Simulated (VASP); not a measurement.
# BP (F-43m) in VASP: density of states with PBE

Aim: the density of states of BP with PBE.

Everything below comes from runs of VASP 6.6.1. Logs are shortened: lines on timing, memory, paths and dates and some standing lists are left out, and cuts for length are marked.

## 1. The cell of the first run

Symmetry: F-43m, No. 216, cubic system. Conventional cell: a = 4.560 Å, b = 4.560 Å, c = 4.560 Å, α = 90.00°, β = 90.00°, γ = 90.00°. B (site symmetry -43m) has 4 P at 1.97 Å within 2.6 Å. Within 2.6 Å of P (site symmetry -43m) lie 4 B at 1.97 Å.

## 2. Density of states, PBE

File POSCAR:

```
BP
1.0
    0.0000000000      2.2798980000      2.2798980000
    2.2798980000      0.0000000000      2.2798980000
    2.2798980000      2.2798980000      0.0000000000
B P
1 1
Direct
    0.0000000000      0.0000000000      0.0000000000
    0.2500000000      0.2500000000      0.2500000000
```

File INCAR.step1:

```
PREC = Accurate
ENCUT = 420
EDIFF = 1E-6
ISMEAR = -1
SIGMA = 0.1
LREAL = False
LASPH = True
NELM = 120
ALGO = Normal
ISIF = 2
LWAVE = False
LCHARG = True
GGA = PE
NBANDS = 11
GGA_COMPAT = False
NEDOS = 2001
LORBIT = 11
```

File KPOINTS.step1:

```
regular mesh
0
Gamma
  10 10 10
```

File INCAR.step2:

```
PREC = Accurate
ENCUT = 420
EDIFF = 1E-6
ISMEAR = -5
SIGMA = 0.1
LREAL = False
LASPH = True
NELM = 120
ALGO = Normal
ISIF = 2
LWAVE = False
LCHARG = False
GGA = PE
LORBIT = 11
NBANDS = 11
NEDOS = 2001
ICHARG = 11
GGA_COMPAT = False
```

File KPOINTS.step2:

```
regular mesh
0
Gamma
  15 15 15
```

Potentials or basis: VASP PAW PBE potentials, release 64 (B, P).

Launch:

```
$ cat potpaw_PBE.64/B/POTCAR potpaw_PBE.64/P/POTCAR > POTCAR
$ cp INCAR.step1 INCAR
$ cp KPOINTS.step1 KPOINTS
$ mpirun -np 1 vasp_std > vasp.out
$ cp INCAR.step2 INCAR
$ cp KPOINTS.step2 KPOINTS
$ mpirun -np 1 vasp_std > vasp.out
```

OUTCAR:

```text
PREC = Accurate
   ENCUT = 420
   EDIFF = 1E-6
   ISMEAR = -5
   LREAL = False
   LASPH = True
   NELM = 120
   ISIF = 2
   GGA = PE
   LORBIT = 11
   ICHARG = 11

 ion  position               nearest neighbor table
   1  0.000  0.000  0.000-   2 1.97   2 1.97   2 1.97   2 1.97
   2  0.250  0.250  0.250-   1 1.97   1 1.97   1 1.97   1 1.97

  LATTYP: Found a face centered cubic cell.
 ALAT       =     4.5597960000

  Lattice vectors:

 A1 = (   0.0000000000,   2.2798980000,   2.2798980000)
 A2 = (   2.2798980000,   0.0000000000,   2.2798980000)
 A3 = (   2.2798980000,   2.2798980000,   0.0000000000)

Analysis of symmetry for initial positions (statically):
[... 5 lines left out ...]
 face centered cubic supercell.

 Subroutine GETGRP returns: Found 24 space group operations
 (whereof 24 operations were pure point group operations)
 out of a pool of 48 trial point group operations.

The static configuration has the point symmetry T_d .

Analysis of symmetry for dynamics (positions and initial velocities):
[... 5 lines left out ...]
 face centered cubic supercell.

 Subroutine GETGRP returns: Found 24 space group operations
 (whereof 24 operations were pure point group operations)
 out of a pool of 48 trial point group operations.

The dynamic configuration has the point symmetry T_d .

 Subroutine INISYM returns: Found 24 space group operations
 (whereof 24 operations are pure point group operations),
 and found     1 'primitive' translations

----------------------------------------------------------------------------------------

                                     Primitive cell

  volume of cell :      23.7015

  direct lattice vectors                    reciprocal lattice vectors
     0.000000000  2.279898000  2.279898000    -0.219308057  0.219308057  0.219308057
     2.279898000  0.000000000  2.279898000     0.219308057 -0.219308057  0.219308057
     2.279898000  2.279898000  0.000000000     0.219308057  0.219308057 -0.219308057

  length of vectors
     3.224262672  3.224262672  3.224262672     0.379852697  0.379852697  0.379852697

  position of ions in fractional coordinates (direct lattice)
     0.000000000  0.000000000  0.000000000
     0.250000000  0.250000000  0.250000000

  ion indices of the primitive-cell ions
   primitive index   ion index
                 1           1
                 2           2

[... 77 lines left out ...]
   IBRION =     -1    ionic relax: 0-MD 1-quasi-New 2-CG
   NFREE  =      0    steps in history (QN), initial steepest desc. (CG)
   ISIF   =      2    stress and relaxation
   ISYM   =      2    0-nonsym 1-usesym 2-fastsym
   POTIM  = 0.5000    time-step for ionic-motion
   TEBEG  =    0.0;   TEEND  =   0.0 temperature during run
   PSTRESS=    0.0 pullay stress
   NELECT =       8.0000    total number of electrons
   NUPDOWN=      -1.0000    fix difference up-down
   EMIN   =  10.00;   EMAX   =-10.00  energy-range for DOS
   EFERMI =   0.00;   METHOD = LEGACY
   ISMEAR =    -5;   SIGMA  =   0.10  broadening in eV -4-tet -1-fermi 0-gaus
   EFERMI_NEDOS =   21; number of points for ismear=-14 and -15
   IALGO  =     38    algorithm
   IMIX   =      4    mixing-type and parameters
     AMIX     =   0.40;   BMIX     =  1.00
     AMIX_MAG =   1.60;   BMIX_MAG =  1.00
  volume/ion in A,a.u.               =      11.85        79.97
  Fermi-wavevector in a.u.,A,eV,Ry     =   1.139846  2.153996 17.677346  1.299248
  Thomas-Fermi vector in A             =   2.276549
   LORBIT       =     11    0 simple, 1 ext, 2 COOP (PROOUT), +10 PAW based schemes
   GGA     = PE    functional components
   LHFCALC =     F    Hartree Fock is set to
   AEXX    =    0.0000 exact exchange contribution
   IVDW    =     0    specifies the selected vdW correction
   LEPSILON=     F    determine dielectric tensor
   LRPA    =     F    only Hartree local field effects (RPA)
 non-spin polarized calculation
 Fermi weights with tetrahedron method with Bloechl corrections
  energy-cutoff  :      420.00
  volume of cell :       23.70
 maximum number of plane-waves:       483
 NGX is ok and might be reduce to    24

 number of electron       8.0000000 magnetization

 Free energy of the ion-electron system (eV)
  ---------------------------------------------------
  ext. energy  EPLUGINS =         0.00000000
  ---------------------------------------------------
  free energy    TOTEN  =       -12.92988197 eV

  energy without entropy =      -12.92988197  energy(sigma->0) =      -12.92988197

 E-fermi :   7.2741     XC(G=0): -10.8454

 val. band max:        7.2639233147   @ k =   0.0000   0.0000   0.0000
 cond. band min:       8.5226575995   @ k =   0.4000   0.4000   0.0000
 fundamental gap:      1.2587342848
 Fermi energy:         7.2741142627

 k-point     1 :       0.0000    0.0000    0.0000
  band No.  band energies     occupation
      1      -8.0689      2.00000
      2       7.2639      2.00000
      3       7.2639      2.00000
      4       7.2639      2.00000
      5      10.6438      0.00000
      6      10.6438      0.00000
      7      10.6438      0.00000
      8      14.4204      0.00000
      9      18.6809      0.00000
     10      19.3524      0.00000
     11      19.3526      0.00000
[... 309 lines left out ...]
 k-point    24 :       0.2000    0.1333    0.0000
  band No.  band energies     occupation
      1      -7.3607      2.00000
      2       4.6603      2.00000
      3       5.5768      2.00000
      4       5.8973      2.00000
      5       9.9705      0.00000
      6      12.8552      0.00000
      7      13.0169      0.00000
      8      14.3009      0.00000
      9      17.8735      0.00000
     10      19.8383      0.00000
     11      20.7040      0.00000

 [... further k-points ...]
[... 5 lines left out ...]
  --------------------------------------------------------------------------------------
  -------------------------------------------------------------------------------------
  Total       -0.2040563     -0.2040563     -0.2040563      0.0000000      0.0000000      0.0000000
  in kB      -13.7938132    -13.7938132    -13.7938132      0.0000000      0.0000000      0.0000000
  external PRESSURE =     -13.7938132 kB  Pullay stress =       0.0000000 kB

 VOLUME and BASIS-vectors are now :
 -----------------------------------------------------------------------------
  energy-cutoff  :      420.00
  volume of cell :       23.70
      direct lattice vectors                 reciprocal lattice vectors
     0.000000000  2.279898000  2.279898000    -0.219308057  0.219308057  0.219308057
     2.279898000  0.000000000  2.279898000     0.219308057 -0.219308057  0.219308057
     2.279898000  2.279898000  0.000000000     0.219308057  0.219308057 -0.219308057

 POSITION                                       TOTAL-FORCE (eV/Angst)
 -----------------------------------------------------------------------------------
      0.00000      0.00000      0.00000        -0.000000      0.000000      0.000000
      1.13995      1.13995      1.13995         0.000000     -0.000000     -0.000000
 -----------------------------------------------------------------------------------
    total drift:                                0.000000      0.000000      0.000000

  FREE ENERGIE OF THE ION-ELECTRON SYSTEM (eV)
  ---------------------------------------------------
  free  energy   TOTEN  =       -12.9298819732 eV

  energy  without entropy=      -12.9298819732  energy(sigma->0) =      -12.92988197

 total charge

# of ion       s       p       d       tot
------------------------------------------
    1        0.665   1.256   0.000   1.921
    2        0.993   1.567   0.000   2.560
--------------------------------------------------
tot          1.657   2.823   0.000   4.481
```

Wall time 12 s (1 thread of Intel Xeon Platinum 8488C (Sapphire Rapids), shared host); peak memory 0.14 GiB.

What came out:

```
Valence electrons inside the program's atomic spheres : B 1.92; P 2.56
```

Levels at points of the mesh, in eV from the valence-band top:
| k point | band 1 | band 2 | band 3 | band 4 | band 5 | band 6 | band 7 | band 8 | band 9 |
| --- | --- | --- | --- | --- | --- | --- | --- | --- | --- |
| (0.00, 0.00, 0.00) | -15.33 | 0.00 | 0.00 | 0.00 | 3.38 | 3.38 | 3.38 | 7.16 | 11.42 |
